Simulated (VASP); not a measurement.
# NbAs (P-6m2) in VASP: single point with PBE

Aim: the single point of NbAs with PBE.

Program: VASP 6.6.1. These are calculated values, not measurements. Logs are shortened: lines on timing, memory, paths and dates and some standing lists are left out, and cuts for length are marked.

## Step 1: The cell of the first run

Symmetry: P-6m2, No. 187, hexagonal system. Conventional cell: a = 3.424 Å, b = 3.424 Å, c = 3.489 Å, α = 90.00°, β = 90.00°, γ = 120.00°. Nb (site symmetry -6m2) has 6 As at 2.64 Å and 8 Nb at 3.42 to 3.49 Å within 3.5 Å. As (site symmetry -6m2) has 6 Nb at 2.64 Å and 8 As at 3.42 to 3.49 Å within 3.5 Å.

## Step 2: Single point, PBE

INCAR reads:

```
PREC = Accurate
ENCUT = 520
EDIFF = 1E-6
ISMEAR = 0
SIGMA = 0.1
LREAL = False
LASPH = True
NELM = 60
ALGO = Normal
ISIF = 2
LWAVE = False
LCHARG = False
GGA = PE
NBANDS = 16
```

KPOINTS reads:

```
Automatic mesh
0
Gamma
  18 18 16
```

POSCAR reads:

```
NbAs
1.0
    3.4243733977      0.0000000000      0.0000000000
   -1.7121866989      2.9655943545      0.0000000000
    0.0000000000      0.0000000000      3.4885208478
Nb As
1 1
Direct
    0.6666666667      0.3333333333      0.5000000000
    0.3333333333      0.6666666667      0.0000000000
```

Potentials or basis: VASP PAW PBE potentials, release 64 (Nb_sv, As).

Command:

```bash
cat potpaw_PBE.64/Nb_sv/POTCAR potpaw_PBE.64/As/POTCAR > POTCAR
mpirun -np 1 vasp_std > vasp.out
```

OUTCAR:

```text
PREC = Accurate
   ENCUT = 520
   EDIFF = 1E-6
   ISMEAR = 0
   LREAL = False
   LASPH = True
   NELM = 60
   ISIF = 2
   GGA = PE

 ion  position               nearest neighbor table
   1  0.667  0.333  0.500-   2 2.64   2 2.64   2 2.64   2 2.64   2 2.64   2 2.64
   2  0.333  0.667  0.000-   1 2.64   1 2.64   1 2.64   1 2.64   1 2.64   1 2.64

  LATTYP: Found a hexagonal cell.
 ALAT       =     3.4243733977
 C/A-ratio  =     1.0187326096

  Lattice vectors:

 A1 = (   3.4243733977,   0.0000000000,   0.0000000000)
 A2 = (  -1.7121866989,   2.9655943545,   0.0000000000)
 A3 = (   0.0000000000,   0.0000000000,   3.4885208478)

Analysis of symmetry for initial positions (statically):
=====================================================================
 Subroutine PRICEL returns:
 Original cell was already a primitive cell.

 Routine SETGRP: Setting up the symmetry group for a
 hexagonal supercell.

 Subroutine GETGRP returns: Found 12 space group operations
 (whereof 12 operations were pure point group operations)
 out of a pool of 24 trial point group operations.

The static configuration has the point symmetry D_3h.

Analysis of symmetry for dynamics (positions and initial velocities):
=====================================================================
 Subroutine PRICEL returns:
 Original cell was already a primitive cell.

 Routine SETGRP: Setting up the symmetry group for a
 hexagonal supercell.

 Subroutine GETGRP returns: Found 12 space group operations
 (whereof 12 operations were pure point group operations)
 out of a pool of 24 trial point group operations.

The dynamic configuration has the point symmetry D_3h.

 Subroutine INISYM returns: Found 12 space group operations
 (whereof 12 operations are pure point group operations),
 and found     1 'primitive' translations

----------------------------------------------------------------------------------------

                                     Primitive cell

  volume of cell :      35.4270

  direct lattice vectors                    reciprocal lattice vectors
     3.424373398  0.000000000  0.000000000     0.292024229  0.168600267  0.000000000
    -1.712186699  2.965594354  0.000000000     0.000000000  0.337200534  0.000000000
     0.000000000  0.000000000  3.488520848     0.000000000  0.000000000  0.286654443

  length of vectors
     3.424373398  3.424373398  3.488520848     0.337200534  0.337200534  0.286654443

  position of ions in fractional coordinates (direct lattice)
     0.666666667  0.333333333  0.500000000
[... 72 lines left out ...]
   ISPIN  =      1    spin polarized calculation?
   LNONCOLLINEAR =      F non collinear calculations
   LSORBIT =      F    spin-orbit coupling
   LASPH  =      T    aspherical Exc in radial PAW
   ENCUT  =  520.0 eV  38.22 Ry    6.18 a.u.   6.37  6.37  6.49*2*pi/ulx,y,z
   NELM   =     60;   NELMIN=  2; NELMDL= -5     # of ELM steps
   EDIFF  = 0.1E-05   stopping-criterion for ELM
   LREAL  =      F    real-space projection
[... 7 lines left out ...]
   TEBEG  =    0.0;   TEEND  =   0.0 temperature during run
   PSTRESS=    0.0 pullay stress
   NELECT =      18.0000    total number of electrons
   NUPDOWN=      -1.0000    fix difference up-down
   EMIN   =  10.00;   EMAX   =-10.00  energy-range for DOS
   EFERMI =   0.00;   METHOD = LEGACY
   ISMEAR =     0;   SIGMA  =   0.10  broadening in eV -4-tet -1-fermi 0-gaus
   EFERMI_NEDOS =   21; number of points for ismear=-14 and -15
   IALGO  =     38    algorithm
   IMIX   =      4    mixing-type and parameters
     AMIX     =   0.40;   BMIX     =  1.00
     AMIX_MAG =   1.60;   BMIX_MAG =  1.00
  volume/ion in A,a.u.               =      17.71       119.54
  Fermi-wavevector in a.u.,A,eV,Ry     =   1.306334  2.468614 23.218462  1.706509
  Thomas-Fermi vector in A             =   2.437143
   LORBIT       =      0    0 simple, 1 ext, 2 COOP (PROOUT), +10 PAW based schemes
   GGA     = PE    functional components
   LHFCALC =     F    Hartree Fock is set to
   AEXX    =    0.0000 exact exchange contribution
   IVDW    =     0    specifies the selected vdW correction
   LEPSILON=     F    determine dielectric tensor
   LRPA    =     F    only Hartree local field effects (RPA)
 non-spin polarized calculation
 Gauss-broadening in eV      SIGMA  =   0.10
  energy-cutoff  :      520.00
  volume of cell :       35.43
 maximum number of plane-waves:       973
 NGX is ok and might be reduce to    28
   NGX = 13   NGY = 13   NGZ = 13

 number of electron      18.0000000 magnetization

 Free energy of the ion-electron system (eV)
  ---------------------------------------------------
  ext. energy  EPLUGINS =         0.00000000
  ---------------------------------------------------
  free energy    TOTEN  =       -16.25242954 eV

  energy without entropy =      -16.25071298  energy(sigma->0) =      -16.25157126

 E-fermi :   9.2349     XC(G=0): -11.7635

 val. band max:        9.2286873293   @ k =   0.0556   0.0556   0.3750
 cond. band min:       9.2672640772   @ k =   0.1111   0.0000   0.4375
 fundamental gap:      0.0385767479
 Fermi energy:         9.2348659029

 k-point     1 :       0.0000    0.0000    0.0000
  band No.  band energies     occupation
      1     -45.7787      2.00000
      2     -21.8717      2.00000
      3     -21.7020      2.00000
      4     -21.7020      2.00000
      5      -3.6853      2.00000
      6       6.7385      2.00000
[... 433 lines left out ...]
      3     -21.8272      2.00000
      4     -21.7862      2.00000
      5      -1.5589      2.00000
      6       3.6158      2.00000
[... 8 lines left out ...]
     15      18.5045      0.00000
     16      20.9222      0.00000

 [... further k-points ...]

------------------------ aborting loop because EDIFF is reached ----------------------------------------

  FORCE on cell =-STRESS in cart. coord.  units (eV):
  Direction    XX          YY          ZZ          XY          YZ          ZX
  --------------------------------------------------------------------------------------
  -------------------------------------------------------------------------------------
  Total       -0.0015630     -0.0015630      0.0117036      0.0000000      0.0000000      0.0000000
  in kB       -0.0706875     -0.0706875      0.5292946      0.0000000      0.0000000      0.0000000
  external PRESSURE =       0.1293065 kB  Pullay stress =       0.0000000 kB

 VOLUME and BASIS-vectors are now :
 -----------------------------------------------------------------------------
  energy-cutoff  :      520.00
  volume of cell :       35.43
      direct lattice vectors                 reciprocal lattice vectors
     3.424373398  0.000000000  0.000000000     0.292024229  0.168600267  0.000000000
    -1.712186699  2.965594354  0.000000000     0.000000000  0.337200534  0.000000000
     0.000000000  0.000000000  3.488520848     0.000000000  0.000000000  0.286654443

 POSITION                                       TOTAL-FORCE (eV/Angst)
 -----------------------------------------------------------------------------------
      1.71219      0.98853      1.74426        -0.000000      0.000000      0.000000
     -0.00000      1.97706      0.00000         0.000000     -0.000000      0.000000
 -----------------------------------------------------------------------------------
    total drift:                               -0.000000      0.000000      0.000000

  FREE ENERGIE OF THE ION-ELECTRON SYSTEM (eV)
  ---------------------------------------------------
  free  energy   TOTEN  =       -16.2524295441 eV

  energy  without entropy=      -16.2507129790  energy(sigma->0) =      -16.25157126
```

OSZICAR:

```text
N       E                     dE             d eps       ncg     rms          rms(c)
DAV:   1     0.144437533775E+03    0.14444E+03   -0.97000E+03 10664   0.110E+03
DAV:   2    -0.789545493664E+01   -0.15233E+03   -0.14718E+03 13304   0.369E+02
DAV:   3    -0.171119796273E+02   -0.92165E+01   -0.90970E+01 20136   0.686E+01
DAV:   4    -0.172603485598E+02   -0.14837E+00   -0.14828E+00 11968   0.827E+00
DAV:   5    -0.172637742583E+02   -0.34257E-02   -0.34253E-02 16912   0.132E+00    0.762E+00
DAV:   6    -0.162656234049E+02    0.99815E+00   -0.25420E+00 16736   0.148E+01    0.221E+00
DAV:   7    -0.162575557317E+02    0.80677E-02   -0.11283E-01 12400   0.264E+00    0.130E+00
DAV:   8    -0.162522567014E+02    0.52990E-02   -0.24948E-02 15904   0.117E+00    0.239E-01
DAV:   9    -0.162523945209E+02   -0.13782E-03   -0.31338E-03 14808   0.407E-01    0.135E-01
DAV:  10    -0.162524481689E+02   -0.53648E-04   -0.48802E-04 14656   0.228E-01    0.216E-02
DAV:  11    -0.162524308677E+02    0.17301E-04   -0.36016E-05 14536   0.678E-02    0.139E-02
DAV:  12    -0.162524295473E+02    0.13204E-05   -0.14282E-06 10536   0.140E-02    0.266E-03
DAV:  13    -0.162524295441E+02    0.32151E-08   -0.18673E-07  7576   0.551E-03
   1 F= -.16252430E+02 E0= -.16251571E+02  d E =-.171657E-02
```

Run time: 4.5 min. Hardware: 1 thread of AMD EPYC 7R43 (Zen 3), shared host; peak memory 0.28 GiB.

What came out:

| Property | Result |
| --- | --- |
| Free energy | -16.2524 eV |
| Pressure | 0.0 GPa |
| Band gap on the k mesh | zero (bands 9 and 10 overlap by 0.51 eV) |

Levels at points of the mesh, in eV from the Fermi level:
```csv
k point,band 5,band 6,band 7,band 8,band 9,band 10,band 11,band 12,band 13,band 14
"(0.00, 0.00, 0.00)",-12.92,-2.50,-1.85,-1.85,-0.38,1.45,1.45,4.64,4.64,5.02
"(0.50, 0.00, 0.00)",-10.77,-5.86,-2.79,-2.07,-0.33,0.93,2.69,3.22,5.08,5.94
"(0.00, 0.00, 0.50)",-11.16,-6.44,-1.14,-1.14,-0.19,-0.19,1.89,3.78,3.78,7.87
"(0.50, 0.00, 0.50)",-10.58,-4.69,-4.27,-2.89,-0.20,2.55,2.63,3.74,5.43,6.92
```

The gap in the log of VASP goes by the Fermi energy; the results here count the filled bands.